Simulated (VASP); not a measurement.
SnO2, 6 atoms in the cell. The structure is tetragonal, space group P4_2/mnm (No. 136). The conventional cell has a = 4.722 Å, b = 4.722 Å, c = 3.176 Å, α = 90.00°, β = 90.00°, γ = 90.00°. Within 2.7 Å of Sn (site symmetry mmm) lie 6 O at 2.04 to 2.05 Å. O (site symmetry m2m) has 3 Sn at 2.04 to 2.05 Å and 1 O at 2.60 Å within 2.7 Å.  This cell differs from its parent crystal: volume scaled by 0.99.

- Program: VASP 6.6.1
- Task: electric field gradients
- Functional: LDA
- Potentials or basis: VASP PAW LDA potentials, release 64 (Sn_d, O)
- Cutoff: 520 eV
- k mesh: 4 × 4 × 6
- Occupations: fermi-dirac, width 0.03 eV
- Spin: no spin polarisation
- Dipole correction: no
- Further INCAR settings: ALGO = Normal; EDIFF = 1e-08; NBANDS = 35

Potentials or basis: VASP PAW LDA potentials, release 64 (Sn_d, O).

Command:

```sh
$ cat potpaw_LDA.64/Sn_d/POTCAR potpaw_LDA.64/O/POTCAR > POTCAR
$ mpirun -np 1 vasp_std > vasp.out
```

Hardware: 1 thread of AMD EPYC 9R45 96-Core Processor (Zen 5) (shared host).

**Question.** Estimate the wall time of this run.

**Answer.** It took 28 s on 1 thread of AMD EPYC 9R45 96-Core Processor (Zen 5), with other jobs on the host, peak memory 0.15 GiB. Counts: scf iterations 15, k points 24.
